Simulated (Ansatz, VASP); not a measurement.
## Two plane-wave programs on NiO2

The input INCAR:

```
  PREC = Accurate
  ENCUT = 520
  EDIFF = 1E-7
  ISMEAR = 0
  SIGMA = 0.05
  LREAL = False
  LASPH = True
  NELM = 100
  ALGO = Normal
  ISIF = 2
  LWAVE = False
  LCHARG = False
  NBANDS = 18
```

KPOINTS

```
Automatic mesh
0
Gamma
  12 12 6
```

File POSCAR:

```
NiO2
1.0
    2.8038519370      0.0000000000      0.0000000000
   -1.4019259685      2.4282070059      0.0000000000
    0.0000000000      0.0000000000      4.0838103463
Ni O
1 2
Direct
    0.0000000000      0.0000000000      0.5000000000
    0.6666666667      0.3333333333      0.6948483030
    0.3333333333      0.6666666667      0.3051516970
```

Input for Ansatz:

```yaml
crystal:
  lattice:
    - [2.803851937, 0.0, 0.0]
    - [-1.4019259685, 2.4282070059, 0.0]
    - [0.0, 0.0, 4.0838103463]
  atoms:
    - { symbol: Ni, position: [0.0, 0.0, 0.5] }
    - { symbol: O, position: [0.6666666667, 0.3333333333, 0.694848303] }
    - { symbol: O, position: [0.3333333333, 0.6666666667, 0.305151697] }
basis:
  ecutwfc: 520.0
kpoints:
  mp_grid: { grid: [12, 12, 6] }
hamiltonian:
  xc: lda
  pseudopotentials: { kind: paw }
scf:
  occupations: { method: gaussian, width: 0.05 }
output:
  forces: true
  stress: true
  eigenvalues: true
```

Alike in both runs: task single point; functional LDA; k mesh 12 × 12 × 6; occupations gaussian, width 0.05 eV; no spin polarisation.

|  | VASP | Ansatz |
| --- | --- | --- |
| version | VASP 6.6.1 | Ansatz 0.2.0 |
| potentials or method | VASP PAW LDA potentials, release 64 (Ni, O), cutoff 520 eV | scalar-relativistic, plane waves, PAW |
| valence electrons in the cell | 22 | 30 |

|  | VASP | Ansatz | Ansatz less VASP |
| --- | --- | --- | --- |
| gap on the k mesh at the Fermi level (eV) | 0.61 | 0.64 | +0.032 |
| least direct gap on the mesh (eV) | 1.12 | 1.17 | +0.054 |
| pressure (GPa) | 15.7 | 14.3 | -1.32 |
| traceless stress, the component that is largest in VASP (GPa) | 4.12 | 5.19 | +1.062 |
| rms of the force components (eV/Å) | 1.067 | 1.034 | -0.0333 |

LDA's correlation is that of Perdew and Zunger in VASP and of Perdew and Wang (1992) in Ansatz. Atom by atom the forces differ by 0.033 eV/Å (rms over components). VASP's potentials hold 22 valence electrons a cell and Ansatz's 30, so a difference there can come from the potentials and not from the codes.
